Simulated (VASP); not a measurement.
The system is SnSe2.

```
CELL_PARAMETERS angstrom
3.82516 0.00000 0.00000
-1.91258 3.31269 0.00000
0.00000 0.00000 6.22706
ATOMIC_POSITIONS crystal
Sn 0.00000 0.00000 0.00000
Se 0.33333 0.66667 0.25308
Se 0.66667 0.33333 0.74692
```

Base run:

| Property | Result |
| --- | --- |
| Program | VASP 6.6.1 |
| Functional | r2SCAN |
| Potentials or basis | VASP PAW PBE potentials, release 64 (Sn_d, Se) |
| Cutoff | 520 eV |
| k mesh | 6 × 6 × 4 |
| Occupations | gaussian, width 0.01 eV |
| Spin | no spin polarisation |

Its results: band gap on the k mesh 1.07 eV, indirect (least direct gap 1.51 eV); pressure 1.0 GPa; largest force 0.026 eV/Å.

Q: The run is repeated on the same cell with these changes: functional from r2SCAN to PBE. What comes out?

A: Band gap on the k mesh 0.79 eV, indirect (least direct gap 1.12 eV); pressure 3.0 GPa; largest force 0.262 eV/Å.

r2SCAN gives the wider gap, since meta-GGAs in the generalised Kohn-Sham scheme recover part of the derivative discontinuity.

Caveats: spin-orbit coupling is left out, which moves the levels of the heavy elements; the PAW data sets were made with another functional, which shifts forces and pressure a little (some runs); this functional lacks dispersion, which binds the layers, so the pressure and a relaxed spacing across them are unreliable (some runs).

A k mesh can miss the band edges.
